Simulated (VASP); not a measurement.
Set up this calculation in VASP 6.6.1, as the native input.

| Item | Value |
| --- | --- |
| Task | single point |
| Functional | PBE |
| Potentials or basis | VASP PAW PBE potentials, release 64 (Sr_sv, Ti_sv, O) |
| Cutoff | 520 eV |
| k mesh | 4 × 4 × 4 |
| Occupations | gaussian, width 0.05 eV |
| Spin | no spin polarisation |
| Dipole correction | no |
| Further INCAR settings | ALGO = Normal; EDIFF = 1e-06; NBANDS = 28 |

The structure of SrTiO3 lies in POSCAR:

```
SrTiO3
1.0
    3.9050012542      0.0000000000      0.0000000000
    0.0000000000      3.9050012542      0.0000000000
    0.0000000000      0.0000000000      3.9050012542
Sr Ti O
1 1 3
Direct
    0.0000000000      0.0000000000      0.0000000000
    0.5000000000      0.5000000000      0.5000000000
    0.0000000000      0.5000000000      0.5000000000
    0.5000000000      0.5000000000      0.0000000000
    0.5000000000      0.0000000000      0.5000000000
```

These files were run (other wordings do the same):

INCAR

```
SYSTEM = SrTiO3
ALGO = Normal
EDIFF = 1E-6
ENCUT = 520
GGA = PE
ISIF = 2
ISMEAR = 0
LASPH = .TRUE.
LCHARG = .FALSE.
LREAL = .FALSE.
LWAVE = .FALSE.
NBANDS = 28
NELM = 100
PREC = Accurate
SIGMA = 0.05
```

KPOINTS

```
k-points
0
G
  4 4 4
  0 0 0
```

Potentials or basis: VASP PAW PBE potentials, release 64 (Sr_sv, Ti_sv, O).

The run is started by

```console
$ cat potpaw_PBE.64/Sr_sv/POTCAR potpaw_PBE.64/Ti_sv/POTCAR potpaw_PBE.64/O/POTCAR > POTCAR
$ mpirun -np 1 vasp_std > vasp.out
```

It gave:

```
Pressure               : 5.0 GPa
Band gap on the k mesh : 1.84 eV, indirect (least direct gap 2.19 eV)
```

It took 10 s on 1 thread of Intel(R) Xeon(R) 6975P-C (Granite Rapids), with other jobs on the host, peak memory 0.17 GiB.
